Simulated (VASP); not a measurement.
C, 8 atoms in the cell. The structure is orthorhombic, space group Cmm2 (No. 35). Conventional cell: a = 5.044 Å, b = 5.044 Å, c = 3.567 Å, α = 90.00°, β = 90.00°, γ = 90.00°. Within 2.0 Å of C (site symmetry mm2) lie 4 C at 1.46 to 1.64 Å. Within 2.1 Å of C (site symmetry mm2) lie 4 C at 1.54 Å. C (site symmetry 2) has 4 C at 1.54 Å within 2.1 Å. Within 2.0 Å of C (site symmetry m) lie 4 C at 1.46 to 1.54 Å. Within 2.1 Å of C (site symmetry m) lie 4 C at 1.54 to 1.64 Å.  This cell differs from its parent crystal: atom 1 (C) moved +0.150 Å along Cartesian [0 0 1].

```yaml
Program: VASP 6.6.1
Task: single point
Functional: PBE
Potentials_or_basis: VASP PAW PBE potentials, release 64 (C)
Cutoff: 520 eV
k_mesh: 6 × 6 × 6
Occupations: gaussian, width 0.05 eV
Spin: no spin polarisation
Dipole_correction: no
Further_INCAR_settings: ALGO = Normal; EDIFF = 1e-06; NBANDS = 26
```

Potentials or basis: VASP PAW PBE potentials, release 64 (C).

Run with:

```bash
$ cat potpaw_PBE.64/C/POTCAR > POTCAR
$ mpirun -np 1 vasp_std > vasp.out
```

Hardware: 1 thread of Intel(R) Xeon(R) 6975P-C (Granite Rapids), on a shared host.

Task: How long does it take, and how much memory?

Result: Wall time 25 s on 1 thread of Intel(R) Xeon(R) 6975P-C (Granite Rapids), with other jobs on the host, peak memory 0.17 GiB. Counts: scf iterations 13, k points 52.
